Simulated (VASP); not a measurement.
# Li2O (I4/mmm) in VASP: a series of runs, part 3 of 3

VASP 6.6.1.

### Step 5. Electric field gradients, PBEsol (equal xx and yy strain of -1 %)

File INCAR:

```
SYSTEM = Li2O
  PREC = Accurate
  ENCUT = 650
  EDIFF = 1E-8
  ISMEAR = -1
  SIGMA = 0.03
  LREAL = .False.
  LASPH = .True.
  NELM = 120
  ALGO = Normal
  ISIF = 2
  LWAVE = .False.
  LCHARG = .False.
  GGA = PS
  LEFG = .True.
  NBANDS = 13
  GGA_COMPAT = .False.
```

File KPOINTS:

```
regular mesh
0
Gamma
  9 9 9
  0 0 0
```

File POSCAR:

```
Li2O
1.0
    0.0000000000      2.2864050000      2.3095000000
    2.2864050000      0.0000000000      2.3095000000
    2.2864050000      2.2864050000      0.0000000000
Li O
2 1
Direct
    0.2500000000      0.2500000000      0.2500000000
    0.7500000000      0.7500000000      0.7500000000
    0.0000000000      0.0000000000      0.0000000000
```

Potentials or basis: VASP PAW PBE potentials, release 64 (Li_sv, O).

Run with:

```sh
$ cat potpaw_PBE.64/Li_sv/POTCAR potpaw_PBE.64/O/POTCAR > POTCAR
$ mpirun -np 1 vasp_std > vasp.out
```

OUTCAR:

```text
SYSTEM = Li2O
   PREC = Accurate
   ENCUT = 650
   EDIFF = 1E-8
   ISMEAR = -1
   LREAL = .False.
   LASPH = .True.
   NELM = 120
   ISIF = 2
   GGA = PS

 ion  position               nearest neighbor table
   1  0.250  0.250  0.250-   3 1.99   3 1.99   3 1.99   3 1.99   2 2.29   2 2.29   2 2.29   2 2.29
                             2 2.31   2 2.31
   2  0.750  0.750  0.750-   3 1.99   3 1.99   3 1.99   3 1.99   1 2.29   1 2.29   1 2.29   1 2.29
                             1 2.31   1 2.31
   3  0.000  0.000  0.000-   2 1.99   1 1.99   2 1.99   1 1.99   2 1.99   2 1.99   1 1.99   1 1.99

  LATTYP: Found a body centered tetragonal cell.
[... 609 lines left out ...]

 Electric field gradients (V/A^2)
---------------------------------------------------------------------
 ion       V_xx      V_yy      V_zz      V_xy      V_xz      V_yz
---------------------------------------------------------------------
   1       0.078     0.078    -0.156     0.001     0.001     0.001
   2       0.078     0.078    -0.156     0.001     0.001     0.001
   3      -0.346    -0.346     0.691     0.002     0.001     0.001
---------------------------------------------------------------------

 Electric field gradients after diagonalization (V/A^2)
 (convention: |V_zz| > |V_xx| > |V_yy|)
----------------------------------------------------------------------
 ion       V_xx      V_yy      V_zz     asymmetry (V_yy - V_xx)/ V_zz
----------------------------------------------------------------------
   1       0.080     0.077    -0.156       0.019
   2       0.080     0.077    -0.156       0.019
   3      -0.347    -0.344     0.691       0.005
----------------------------------------------------------------------

           NMR quadrupolar parameters

 Cq : quadrupolar parameter    Cq=e*Q*V_zz/h
 eta: asymmetry parameters     (V_yy - V_xx)/ V_zz
 Q  : nuclear electric quadrupole moment in mb (millibarn)
----------------------------------------------------------------------
 ion       Cq(MHz)       eta       Q (mb)
----------------------------------------------------------------------
   1      -0.000       0.019       1.000
   2      -0.000       0.019       1.000
   3       0.002       0.005       1.000
----------------------------------------------------------------------
```

Run time: 20 s. Hardware: 1 thread of Intel Xeon 6975P-C (Granite Rapids), shared host; peak memory 0.16 GiB.

Results:

```yaml
Free_energy: -14.7527 eV
Pressure: -0.6 GPa
Band_gap_on_the_k_mesh: 4.94 eV, indirect (least direct gap 5.30 eV)
```

Stress tensor (GPa, compression positive):
```
 0.03  0.00  0.00
 0.00  0.03  0.00
 0.00  0.00 -1.87
```

Levels at points of the mesh, in eV from the valence-band top:
```
           k point  band 2  band 3  band 4  band 5  band 6  band 7  band 8  band 9  band 10  band 11
(0.00, 0.00, 0.00)  -41.87  -15.40   -0.03    0.00    0.00    5.30   11.87   11.87    11.97    18.80
```

Electric field gradients, principal values (V/Å²):
```
atom   least  middle  greatest (by size)
1 Li   0.077   0.080              -0.156
2 Li   0.077   0.080              -0.156
 3 O  -0.344  -0.347               0.691
```

Caveat: the cell differs from its parent crystal (equal xx and yy strain of -1 %); without QUAD_EFG the Cq values of the log hold for a quadrupole moment of 1 mb, not for the nuclei; the PAW data sets were made with another functional, which shifts forces and pressure a little.

### Step 6. Electric field gradients, PBEsol (equal xx and yy strain of +1 %)

File INCAR:

```
SYSTEM = Li2O
PREC = Accurate
ENCUT = 650
EDIFF = 1E-8
ISMEAR = -1
SIGMA = 0.03
LREAL = .False.
LASPH = .True.
NELM = 120
ALGO = Normal
ISIF = 2
LWAVE = .False.
LCHARG = .False.
GGA = PS
LEFG = .True.
NBANDS = 13
GGA_COMPAT = .False.
```

KPOINTS is that of step 5.

File POSCAR:

```
Li2O
1.0
    0.0000000000      2.3325950000      2.3095000000
    2.3325950000      0.0000000000      2.3095000000
    2.3325950000      2.3325950000      0.0000000000
Li O
2 1
Direct
    0.2500000000      0.2500000000      0.2500000000
    0.7500000000      0.7500000000      0.7500000000
    0.0000000000      0.0000000000      0.0000000000
```

Potentials or basis: VASP PAW PBE potentials, release 64 (Li_sv, O).

Run with:

```sh
$ cat potpaw_PBE.64/Li_sv/POTCAR potpaw_PBE.64/O/POTCAR > POTCAR
$ mpirun -np 1 vasp_std > vasp.out
```

OUTCAR:

```text
SYSTEM = Li2O
   PREC = Accurate
   ENCUT = 650
   EDIFF = 1E-8
   ISMEAR = -1
   LREAL = .False.
   LASPH = .True.
   NELM = 120
   ISIF = 2
   GGA = PS

 ion  position               nearest neighbor table
   1  0.250  0.250  0.250-   3 2.01   3 2.01   3 2.01   3 2.01   2 2.31   2 2.31   2 2.33   2 2.33
                             2 2.33   2 2.33
   2  0.750  0.750  0.750-   3 2.01   3 2.01   3 2.01   3 2.01   1 2.31   1 2.31   1 2.33   1 2.33
                             1 2.33   1 2.33
   3  0.000  0.000  0.000-   1 2.01   2 2.01   2 2.01   2 2.01   2 2.01   1 2.01   1 2.01   1 2.01

  LATTYP: Found a body centered tetragonal cell.
 ALAT       =     3.2987874845
 C/A-ratio  =     1.4002114479

  Lattice vectors:

 A1 = (   0.0000000000,  -2.3325950000,  -2.3095000000)
 A2 = (   0.0000000000,   2.3325950000,  -2.3095000000)
 A3 = (   2.3325950000,   0.0000000000,   2.3095000000)

Analysis of symmetry for initial positions (statically):
=====================================================================
 Subroutine PRICEL returns:
 Original cell was already a primitive cell.

 Routine SETGRP: Setting up the symmetry group for a
 body centered tetragonal supercell.

 Subroutine GETGRP returns: Found 16 space group operations
 (whereof 16 operations were pure point group operations)
 out of a pool of 16 trial point group operations.

The static configuration has the point symmetry D_4h.

Analysis of symmetry for dynamics (positions and initial velocities):
=====================================================================
 Subroutine PRICEL returns:
 Original cell was already a primitive cell.

 Routine SETGRP: Setting up the symmetry group for a
 body centered tetragonal supercell.

 Subroutine GETGRP returns: Found 16 space group operations
 (whereof 16 operations were pure point group operations)
 out of a pool of 16 trial point group operations.

The dynamic configuration has the point symmetry D_4h.

 Subroutine INISYM returns: Found 16 space group operations
 (whereof 16 operations are pure point group operations),
 and found     1 'primitive' translations

----------------------------------------------------------------------------------------

                                     Primitive cell

  volume of cell :      25.1320

  direct lattice vectors                    reciprocal lattice vectors
     0.000000000  2.332595000  2.309500000    -0.214353542  0.214353542  0.216497077
     2.332595000  0.000000000  2.309500000     0.214353542 -0.214353542  0.216497077
     2.332595000  2.332595000  0.000000000     0.214353542  0.214353542 -0.216497077

  length of vectors
     3.282497477  3.282497477  3.298787485     0.372512908  0.372512908  0.372512908

  position of ions in fractional coordinates (direct lattice)
     0.250000000  0.250000000  0.250000000
     0.750000000  0.750000000  0.750000000
     0.000000000  0.000000000  0.000000000

  ion indices of the primitive-cell ions
   primitive index   ion index
                 1           1
                 2           2
                 3           3

[... 93 lines left out ...]
  Fermi-wavevector in a.u.,A,eV,Ry     =   1.279557  2.418012 22.276364  1.637267
  Thomas-Fermi vector in A             =   2.412036
   LORBIT       =      0    0 simple, 1 ext, 2 COOP (PROOUT), +10 PAW based schemes
   GGA     = PS    functional components
   LHFCALC =     F    Hartree Fock is set to
   AEXX    =    0.0000 exact exchange contribution
   IVDW    =     0    specifies the selected vdW correction
   LEPSILON=     F    determine dielectric tensor
   LRPA    =     F    only Hartree local field effects (RPA)
 non-spin polarized calculation
  energy-cutoff  :      650.00
  volume of cell :       25.13
 maximum number of plane-waves:       958
   NGX = 13   NGY = 13   NGZ = 13

 number of electron      11.9999995 magnetization

 Free energy of the ion-electron system (eV)
  ---------------------------------------------------
  ext. energy  EPLUGINS =         0.00000000
  ---------------------------------------------------
  free energy    TOTEN  =       -14.74369491 eV

  energy without entropy =      -14.74369491  energy(sigma->0) =      -14.74369491

 E-fermi :   1.8583     XC(G=0):  -9.8385

 val. band max:        1.1434486428   @ k =   0.0000   0.0000   0.0000
 cond. band min:       5.9923577627   @ k =   0.4444   0.4444   0.0000
 fundamental gap:      4.8489091199
 Fermi energy:         1.8583460902

 k-point     1 :       0.0000    0.0000    0.0000
  band No.  band energies     occupation
      1     -41.1868      2.00000
      2     -40.8576      2.00000
      3     -14.1983      2.00000
      4       1.1143      2.00000
      5       1.1143      2.00000
      6       1.1434      2.00000
      7       6.1470      0.00000
      8      12.7577      0.00000
      9      12.8496      0.00000
     10      12.8496      0.00000
     11      19.6411      0.00000
     12      19.6411      0.00000
     13      19.9754      0.00000
[... 354 lines left out ...]
  band No.  band energies     occupation
      1     -41.0555      2.00000
      2     -40.9533      2.00000
      3     -13.9259      2.00000
      4      -0.4331      2.00000
      5      -0.2427      2.00000
      6      -0.2427      2.00000
      7       5.9924      0.00000
      8      14.2594      0.00000
      9      14.2594      0.00000
     10      15.4892      0.00000
     11      16.3721      0.00000
     12      20.7587      0.00000
     13      24.1643      0.00000

 [... further k-points ...]

------------------------ aborting loop because EDIFF is reached ----------------------------------------

  FORCE on cell =-STRESS in cart. coord.  units (eV):
  Direction    XX          YY          ZZ          XY          YZ          ZX
  --------------------------------------------------------------------------------------
  -------------------------------------------------------------------------------------
  Total       -0.6694141     -0.6694141     -0.3887737      0.0000000      0.0000000      0.0000000
  in kB      -42.6755169    -42.6755169    -24.7845387      0.0000000      0.0000000      0.0000000
  external PRESSURE =     -36.7118575 kB  Pullay stress =       0.0000000 kB

 VOLUME and BASIS-vectors are now :
 -----------------------------------------------------------------------------
  energy-cutoff  :      650.00
  volume of cell :       25.13
      direct lattice vectors                 reciprocal lattice vectors
     0.000000000  2.332595000  2.309500000    -0.214353542  0.214353542  0.216497077
     2.332595000  0.000000000  2.309500000     0.214353542 -0.214353542  0.216497077
     2.332595000  2.332595000  0.000000000     0.214353542  0.214353542 -0.216497077

 POSITION                                       TOTAL-FORCE (eV/Angst)
 -----------------------------------------------------------------------------------
      1.16630      1.16630      1.15475        -0.000000     -0.000000     -0.000000
      3.49889      3.49889      3.46425         0.000000      0.000000      0.000000
      0.00000      0.00000      0.00000        -0.000000      0.000000      0.000000
 -----------------------------------------------------------------------------------
    total drift:                                0.000000      0.000000      0.000000

  FREE ENERGIE OF THE ION-ELECTRON SYSTEM (eV)
  ---------------------------------------------------
  free  energy   TOTEN  =       -14.7436949071 eV

  energy  without entropy=      -14.7436949071  energy(sigma->0) =      -14.74369491

 Electric field gradients (V/A^2)
---------------------------------------------------------------------
 ion       V_xx      V_yy      V_zz      V_xy      V_xz      V_yz
---------------------------------------------------------------------
   1      -0.075    -0.075     0.150    -0.000     0.000     0.000
   2      -0.075    -0.075     0.150    -0.000     0.000     0.000
   3       0.336     0.336    -0.672     0.001     0.001     0.001
---------------------------------------------------------------------

 Electric field gradients after diagonalization (V/A^2)
 (convention: |V_zz| > |V_xx| > |V_yy|)
----------------------------------------------------------------------
 ion       V_xx      V_yy      V_zz     asymmetry (V_yy - V_xx)/ V_zz
----------------------------------------------------------------------
   1      -0.075    -0.075     0.150       0.002
   2      -0.075    -0.075     0.150       0.002
   3       0.337     0.335    -0.672       0.003
----------------------------------------------------------------------

           NMR quadrupolar parameters

 Cq : quadrupolar parameter    Cq=e*Q*V_zz/h
 eta: asymmetry parameters     (V_yy - V_xx)/ V_zz
 Q  : nuclear electric quadrupole moment in mb (millibarn)
----------------------------------------------------------------------
 ion       Cq(MHz)       eta       Q (mb)
----------------------------------------------------------------------
   1       0.000       0.002       1.000
   2       0.000       0.002       1.000
   3      -0.002       0.003       1.000
----------------------------------------------------------------------
```

Run time: 28 s. Hardware: 1 thread of Intel Xeon 6975P-C (Granite Rapids), shared host; peak memory 0.16 GiB.

What came out:

* Free energy: -14.7437 eV
* Pressure: -3.7 GPa
* Band gap on the k mesh: 4.85 eV, indirect (least direct gap 5.00 eV)

Levels at points of the mesh, in eV from the valence-band top:
```tsv
k point	band 2	band 3	band 4	band 5	band 6	band 7	band 8	band 9	band 10	band 11
(0.00, 0.00, 0.00)	-42.00	-15.34	-0.03	-0.03	0.00	5.00	11.61	11.71	11.71	18.50
```

Electric field gradients, principal values (V/Å²):
```
atom   least  middle  greatest (by size)
1 Li  -0.075  -0.075               0.150
2 Li  -0.075  -0.075               0.150
 3 O   0.335   0.337              -0.672
```

Caveat: the cell differs from its parent crystal (equal xx and yy strain of +1 %); without QUAD_EFG the Cq values of the log hold for a quadrupole moment of 1 mb, not for the nuclei; the PAW data sets were made with another functional, which shifts forces and pressure a little.

### Step 7. Summary

| cell | gap on the mesh (eV) | pressure (GPa) |
| --- | --- | --- |
| a = 3.234, b = 3.234, c = 3.201 Å, angles 60.3, 60.3, 59.3°, 3 atoms | 4.96 | 1.1 |
| a = 3.250, b = 3.250, c = 3.233 Å, angles 60.2, 60.2, 59.7°, 3 atoms | 4.94 | -0.6 |
| a = 3.282, b = 3.282, c = 3.299 Å, angles 59.8, 59.8, 60.3°, 3 atoms | 4.85 | -3.7 |

Alike in all rows: task electric field gradients; level PBEsol; potentials or basis VASP PAW PBE potentials, release 64 (Li_sv, O); no spin polarisation; k mesh 9 × 9 × 9; cutoff (eV) 650; smearing fermi-dirac 0.03 eV.

Caveats: the PAW data sets were made with another functional, which shifts forces and pressure a little.

Total energies depend on the potentials used, so only differences within one code and one set of settings carry meaning.
